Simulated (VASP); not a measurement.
# V (Im-3m) in VASP: notebook

V is run at these levels: PBE; tasks: relaxation of cell and atoms, single point.

Program: VASP 6.6.1. These are calculated values, not measurements. Logs are shortened: lines on timing, memory, paths and dates and some standing lists are left out, and cuts for length are marked.

### Step 1. The cell of the first run

The structure is cubic, space group Im-3m (No. 229). The conventional cell has a = 3.026 Å, b = 3.026 Å, c = 3.026 Å, α = 90.00°, β = 90.00°, γ = 90.00°. Within 3.5 Å of V (site symmetry m-3m) lie 14 V at 2.62 to 3.03 Å.

### Step 2. Relaxation of cell and atoms, PBE

Input file INCAR:

```
ALGO     = Normal         # electronic algorithm
EDIFF    = 1E-6           # SCF threshold, eV
EDIFFG   = -0.005         # ionic threshold
ENCUT    = 600            # plane-wave cutoff, eV
GGA      = PE             # functional
IBRION   = 2              # ionic algorithm
ISIF     = 3              # what is computed and relaxed
ISMEAR   = 0              # smearing method
LASPH    = True           # aspherical terms in the spheres
LCHARG   = False          # write CHGCAR
LREAL    = False          # projectors in reciprocal space
LWAVE    = False          # write WAVECAR
NELM     = 100            # most SCF steps
NSW      = 100            # ionic steps
PREC     = Accurate       # precision mode
SIGMA    = 0.1            # smearing width, eV
```

Input file KPOINTS:

```
k-points
0
Gamma
  20 20 20
```

Input file POSCAR:

```
V
1.0
   -1.5130000000      1.5130000000      1.5130000000
    1.5130000000     -1.5130000000      1.5130000000
    1.5130000000      1.5130000000     -1.5130000000
V
1
Direct
    0.0000000000      0.0000000000      0.0000000000
```

Potentials or basis: VASP PAW PBE potentials, release 64 (V_sv).

The run is started by

```
> cat potpaw_PBE.64/V_sv/POTCAR > POTCAR
> mpirun -np 1 vasp_std > vasp.out
```

OUTCAR:

```text
EDIFF = 1E-6
   EDIFFG = -0.005
   ENCUT = 600
   GGA = PE
   IBRION = 2
   ISIF = 3
   ISMEAR = 0
   LASPH = True
   LREAL = False
   NELM = 100
   NSW = 100
   PREC = Accurate

 ion  position               nearest neighbor table
   1  0.000  0.000  0.000-

  LATTYP: Found a body centered cubic cell.
 ALAT       =     3.0260000000

  Lattice vectors:

 A1 = (  -1.5130000000,   1.5130000000,   1.5130000000)
 A2 = (   1.5130000000,  -1.5130000000,   1.5130000000)
 A3 = (   1.5130000000,   1.5130000000,  -1.5130000000)

Analysis of symmetry for initial positions (statically):
=====================================================================
 Subroutine PRICEL returns:
 Original cell was already a primitive cell.

 Routine SETGRP: Setting up the symmetry group for a
 body centered cubic supercell.

 Subroutine GETGRP returns: Found 48 space group operations
 (whereof 48 operations were pure point group operations)
 out of a pool of 48 trial point group operations.

The static configuration has the point symmetry O_h .

Analysis of symmetry for dynamics (positions and initial velocities):
=====================================================================
 Subroutine PRICEL returns:
 Original cell was already a primitive cell.

 Routine SETGRP: Setting up the symmetry group for a
 body centered cubic supercell.

 Subroutine GETGRP returns: Found 48 space group operations
 (whereof 48 operations were pure point group operations)
 out of a pool of 48 trial point group operations.

The dynamic configuration has the point symmetry O_h .

 Subroutine INISYM returns: Found 48 space group operations
 (whereof 48 operations are pure point group operations),
 and found     1 'primitive' translations

----------------------------------------------------------------------------------------

                                     Primitive cell

  volume of cell :      13.8541

  direct lattice vectors                    reciprocal lattice vectors
    -1.513000000  1.513000000  1.513000000     0.000000000  0.330469266  0.330469266
     1.513000000 -1.513000000  1.513000000     0.330469266  0.000000000  0.330469266
     1.513000000  1.513000000 -1.513000000     0.330469266  0.330469266  0.000000000

  length of vectors
     2.620592872  2.620592872  2.620592872     0.467354118  0.467354118  0.467354118

  position of ions in fractional coordinates (direct lattice)
     0.000000000  0.000000000  0.000000000

  ion indices of the primitive-cell ions
   primitive index   ion index
                 1           1

----------------------------------------------------------------------------------------

 KPOINTS: k-points

Automatic generation of k-mesh.
 Grid dimensions read from file:
 generate k-points for:   20   20   20

 Generating k-lattice:

  Cartesian coordinates                     Fractional coordinates (reciprocal lattice)
     0.000000000  0.016523463  0.016523463     0.050000000  0.000000000  0.000000000
     0.016523463  0.000000000  0.016523463     0.000000000  0.050000000  0.000000000
     0.016523463  0.016523463  0.000000000     0.000000000  0.000000000  0.050000000

  Length of vectors
     0.023367706  0.023367706  0.023367706

  Shift w.r.t. Gamma in fractional coordinates (k-lattice)
     0.000000000  0.000000000  0.000000000

 Subroutine IBZKPT returns following result:
 ===========================================

 Found    256 irreducible k-points:

 Following reciprocal coordinates:
            Coordinates               Weight
  0.000000  0.000000  0.000000      1.000000
  0.050000  0.000000  0.000000     12.000000
  0.100000  0.000000  0.000000     12.000000
  0.150000  0.000000  0.000000     12.000000
  0.200000  0.000000  0.000000     12.000000
  0.250000  0.000000  0.000000     12.000000
[... 16 lines left out ...]
  0.200000  0.100000  0.000000     48.000000
  0.250000  0.100000  0.000000     48.000000
 [... further k-points ...]
   k-points           NKPTS =    256   k-points in BZ     NKDIM =    256   number of bands    NBANDS=     10
   number of dos      NEDOS =    301   number of ions     NIONS =      1
   total plane-waves  NPLWV =  13824
   dimension x,y,z NGX =    24 NGY =   24 NGZ =   24
   dimension x,y,z NGXF=    48 NGYF=   48 NGZF=   48
   ions per type =               1
   NGX,Y,Z   is equivalent  to a cutoff of  15.23, 15.23, 15.23 a.u.
   NGXF,Y,Z  is equivalent  to a cutoff of  30.45, 30.45, 30.45 a.u.
 SYSTEM =  unknown system
   PREC   = accura    normal or accurate (medium, high low for compatibility)
   ISTART =      0    job   : 0-new  1-cont  2-samecut
   ICHARG =      2    charge: 1-file 2-atom 10-const
   ISPIN  =      1    spin polarized calculation?
   LNONCOLLINEAR =      F non collinear calculations
   LSORBIT =      F    spin-orbit coupling
   LASPH  =      T    aspherical Exc in radial PAW
   ENCUT  =  600.0 eV  44.10 Ry    6.64 a.u.   5.23  5.23  5.23*2*pi/ulx,y,z
   NELM   =    100;   NELMIN=  2; NELMDL= -5     # of ELM steps
   EDIFF  = 0.1E-05   stopping-criterion for ELM
   LREAL  =      F    real-space projection
   EDIFFG = -.5E-02   stopping-criterion for IOM
   NSW    =    100    number of steps for IOM
   IBRION =      2    ionic relax: 0-MD 1-quasi-New 2-CG
   NFREE  =      1    steps in history (QN), initial steepest desc. (CG)
   ISIF   =      3    stress and relaxation
   ISYM   =      2    0-nonsym 1-usesym 2-fastsym
   POTIM  = 0.5000    time-step for ionic-motion
   TEBEG  =    0.0;   TEEND  =   0.0 temperature during run
   PSTRESS=    0.0 pullay stress
   NELECT =      13.0000    total number of electrons
   NUPDOWN=      -1.0000    fix difference up-down
   EMIN   =  10.00;   EMAX   =-10.00  energy-range for DOS
   EFERMI =   0.00;   METHOD = LEGACY
   ISMEAR =     0;   SIGMA  =   0.10  broadening in eV -4-tet -1-fermi 0-gaus
   EFERMI_NEDOS =   21; number of points for ismear=-14 and -15
   IALGO  =     38    algorithm
   IMIX   =      4    mixing-type and parameters
     AMIX     =   0.40;   BMIX     =  1.00
     AMIX_MAG =   1.60;   BMIX_MAG =  1.00
  volume/ion in A,a.u.               =      13.85        93.49
  Fermi-wavevector in a.u.,A,eV,Ry     =   1.602742  3.028744 34.950411  2.568783
  Thomas-Fermi vector in A             =   2.699515
   LORBIT       =      0    0 simple, 1 ext, 2 COOP (PROOUT), +10 PAW based schemes
   GGA     = PE    functional components
   LHFCALC =     F    Hartree Fock is set to
   AEXX    =    0.0000 exact exchange contribution
   IVDW    =     0    specifies the selected vdW correction
   LEPSILON=     F    determine dielectric tensor
   LRPA    =     F    only Hartree local field effects (RPA)
 conjugate gradient relaxation of ions
 non-spin polarized calculation
 Gauss-broadening in eV      SIGMA  =   0.10
  energy-cutoff  :      600.00
  volume of cell :       13.85
 maximum number of plane-waves:       476
 NGX is ok and might be reduce to    24
   NGX = 11   NGY = 11   NGZ = 11

--------------------------------------- Ionic step        1  -------------------------------------------

 number of electron      13.0000003 magnetization

 Free energy of the ion-electron system (eV)
  ---------------------------------------------------
  ext. energy  EPLUGINS =         0.00000000
  ---------------------------------------------------
  free energy    TOTEN  =        -8.99109778 eV

  energy without entropy =       -8.98206390  energy(sigma->0) =       -8.98658084

------------------------ aborting loop because EDIFF is reached ----------------------------------------

  FORCE on cell =-STRESS in cart. coord.  units (eV):
  Direction    XX          YY          ZZ          XY          YZ          ZX
  --------------------------------------------------------------------------------------
  -------------------------------------------------------------------------------------
  Total       -0.4198822     -0.4198822     -0.4198822     -0.0000000      0.0000000     -0.0000000
  in kB      -48.5580584    -48.5580584    -48.5580584     -0.0000000      0.0000000     -0.0000000
  external PRESSURE =     -48.5580584 kB  Pullay stress =       0.0000000 kB
[... 20 lines left out ...]
  energy  without entropy=       -8.9820639012  energy(sigma->0) =       -8.98658084

--------------------------------------- Ionic step        2  -------------------------------------------

 number of electron      12.9999997 magnetization

 E-fermi :  10.1233     XC(G=0): -13.0863

 val. band max:       10.1189234645   @ k =   0.3000   0.0000   0.0000
 cond. band min:      10.1322607757   @ k =  -0.4500   0.5000   0.1000
 fundamental gap:      0.0133373112
 Fermi energy:        10.1233343013

 k-point     1 :       0.0000    0.0000    0.0000
  band No.  band energies     occupation
      1     -53.5579      2.00000
      2     -26.8022      2.00000
      3     -26.8022      2.00000
      4     -26.8022      2.00000
      5       3.4713      2.00000
      6      10.5432      0.00000
      7      10.5432      0.00000
      8      10.5432      0.00000
      9      12.6379      0.00000
     10      12.6379      0.00000
[... 287 lines left out ...]
 k-point    24 :       0.2500    0.1000    0.0000
  band No.  band energies     occupation
      1     -53.4021      2.00000
      2     -27.4754      2.00000
      3     -27.0174      2.00000
      4     -26.8409      2.00000
      5       6.5236      2.00000
      6       9.4308      2.00000
      7       9.8433      1.99993
      8      12.2461      0.00000
      9      12.9432      0.00000
     10      13.2215      0.00000

 [... further k-points ...]
[... 5 lines left out ...]
  --------------------------------------------------------------------------------------
  -------------------------------------------------------------------------------------
  Total        0.5295971      0.5295971      0.5295971      0.0000000     -0.0000000     -0.0000000
  in kB       65.1241245     65.1241245     65.1241245      0.0000000     -0.0000000     -0.0000000
  external PRESSURE =      65.1241245 kB  Pullay stress =       0.0000000 kB
[... 125 lines left out ...]
  energy  without entropy=       -8.9882545564  energy(sigma->0) =       -8.99264675

--------------------------------------- Ionic step        6  -------------------------------------------

 number of electron      12.9999999 magnetization

 Free energy of the ion-electron system (eV)
  ---------------------------------------------------
  ext. energy  EPLUGINS =         0.00000000
  ---------------------------------------------------
  free energy    TOTEN  =        -8.99704331 eV

  energy without entropy =       -8.98826384  energy(sigma->0) =       -8.99265358

 E-fermi :   9.7012     XC(G=0): -12.9046

 val. band max:        9.7000783416   @ k =  -0.3000   0.3000   0.1500
 cond. band min:       9.7039233370   @ k =   0.1000   0.0500   0.0500
 fundamental gap:      0.0038449953
 Fermi energy:         9.7011595396

 k-point     1 :       0.0000    0.0000    0.0000
  band No.  band energies     occupation
      1     -54.0180      2.00000
      2     -27.3203      2.00000
      3     -27.3203      2.00000
      4     -27.3203      2.00000
      5       3.1183      2.00000
      6      10.1143      0.00000
      7      10.1143      0.00000
      8      10.1143      0.00000
      9      12.1233      0.00000
     10      12.1233      0.00000
[... 287 lines left out ...]
 k-point    24 :       0.2500    0.1000    0.0000
  band No.  band energies     occupation
      1     -53.8814      2.00000
      2     -27.9260      2.00000
      3     -27.5150      2.00000
      4     -27.3548      2.00000
      5       6.1274      2.00000
      6       9.0527      2.00000
      7       9.4275      1.99989
      8      11.7475      0.00000
      9      12.4091      0.00000
     10      12.6695      0.00000

 [... further k-points ...]
[... 5 lines left out ...]
  --------------------------------------------------------------------------------------
  -------------------------------------------------------------------------------------
  Total        0.0026967      0.0026967      0.0026967      0.0000000      0.0000000      0.0000000
  in kB        0.3207255      0.3207255      0.3207255      0.0000000      0.0000000      0.0000000
  external PRESSURE =       0.3207255 kB  Pullay stress =       0.0000000 kB
[... 16 lines left out ...]
  FREE ENERGIE OF THE ION-ELECTRON SYSTEM (eV)
  ---------------------------------------------------
  free  energy   TOTEN  =        -8.9970433116 eV

  energy  without entropy=       -8.9882638414  energy(sigma->0) =       -8.99265358

 reached required accuracy - stopping structural energy minimisation
```

Run time: 2.7 min. Hardware: 1 thread of Intel Xeon 8259CL, shared host; peak memory 0.18 GiB.

Results:

* Free energy: -8.9970 eV
* Relaxed volume: 13.47 Å³/atom
* Relaxed cell: a = 2.596 Å, b = 2.596 Å, c = 2.596 Å, α = 109.47°, β = 109.47°, γ = 109.47°
* Space group after relaxing (to 0.05 Å): Im-3m (No. 229)
* Energy gained by relaxing: 5.9 meV/atom
* Ionic steps: 6
* Pressure after relaxing: 0.0 GPa

The path:
| step | energy change (eV) | largest force (eV/Å) | pressure (GPa) | volume (Å³) |
| --- | --- | --- | --- | --- |
| 1 | 0.0000 | 0.0000 | -4.86 | 13.85 |
| 2 | 0.0028 | 0.0000 | 6.51 | 13.03 |
| 3 | -0.0059 | 0.0000 | -0.06 | 13.47 |
| 4 | -0.0059 | 0.0000 | 0.10 | 13.47 |
| 5 | -0.0059 | 0.0000 | -0.13 | 13.48 |
| 6 | -0.0059 | 0.0000 | 0.03 | 13.47 |

Final structure:
```
V
1.0
    -1.49894    1.49894    1.49894
     1.49894   -1.49894    1.49894
     1.49894    1.49894   -1.49894
V
1
Direct
  0.00000 0.00000 0.00000
```

Levels at points of the mesh, in eV from the Fermi level:
| k point | band 4 | band 5 | band 6 | band 7 | band 8 | band 9 | band 10 |
| --- | --- | --- | --- | --- | --- | --- | --- |
| (0.00, 0.00, 0.00) | -37.02 | -6.58 | 0.41 | 0.41 | 0.41 | 2.42 | 2.42 |
| (0.50, 0.00, 0.00) | -37.03 | -3.17 | -1.13 | 1.64 | 2.42 | 2.78 | 4.11 |
| (0.50, 0.50, 0.50) | -37.63 | -2.99 | -2.99 | 3.72 | 3.72 | 3.72 | 10.21 |

### Step 3. Single point, PBE, collinear spin, ferromagnetic start

Input file INCAR:

```
PREC     = Accurate       # precision mode
ENCUT    = 500            # plane-wave cutoff, eV
EDIFF    = 1E-6           # SCF threshold, eV
ISMEAR   = 0              # smearing method
SIGMA    = 0.1            # smearing width, eV
LREAL    = False          # projectors in reciprocal space
LASPH    = True           # aspherical terms in the spheres
NELM     = 200            # most SCF steps
ALGO     = Normal         # electronic algorithm
ISIF     = 2              # what is computed and relaxed
LWAVE    = False          # write WAVECAR
LCHARG   = False          # write CHGCAR
ISPIN    = 2              # spin polarisation
MAGMOM   = 2              # initial moments
LORBIT   = 11             # projections on sites
LMAXMIX  = 4              # l up to which the mixer works
GGA      = PE             # functional
NBANDS   = 16             # bands
GGA_COMPAT= False
```

Input file KPOINTS:

```
Automatic mesh
0
Gamma
  8 8 8
```

POSCAR is that of step 2.

Potentials or basis: VASP PAW PBE potentials, release 64 (V_sv).

The run is started by

```
> cat potpaw_PBE.64/V_sv/POTCAR > POTCAR
> mpirun -np 1 vasp_std > vasp.out
```

It took 6.8 s on 1 thread of Intel Xeon 6975P-C (Granite Rapids), shared host; peak memory 0.13 GiB.

It converged, with:

| Property | Result |
| --- | --- |
| Free energy | -9.0009 eV |
| Pressure | -6.0 GPa |
| Net moment | 0.00 μB per cell |
| Valence electrons inside the program's atomic spheres | V 11.61 |

Levels at points of the mesh, in eV from the Fermi level:
Spin up:
```
           k point  band 2  band 3  band 4  band 5  band 6  band 7  band 8  band 9  band 10  band 11
(0.00, 0.00, 0.00)  -37.08  -37.08  -37.08   -6.55    0.41    0.41    0.41    2.35     2.35    20.23
(0.50, 0.00, 0.00)  -37.91  -37.34  -37.09   -3.09   -1.08    1.52    2.35    2.69     3.98     9.82
(0.50, 0.50, 0.50)  -37.65  -37.65  -37.65   -2.88   -2.88    3.60    3.60    3.60     9.92     9.92
```
Spin down:
```csv
k point,band 3,band 4,band 5,band 6,band 7,band 8,band 9,band 10
"(0.00, 0.00, 0.00)",-37.08,-37.08,-6.55,0.41,0.41,0.41,2.35,2.35
"(0.50, 0.00, 0.00)",-37.34,-37.09,-3.09,-1.08,1.52,2.35,2.69,3.98
"(0.50, 0.50, 0.50)",-37.65,-37.65,-2.88,-2.88,3.60,3.60,3.60,9.92
```

Caveat: the k points lie up to 0.37 Å⁻¹ apart.
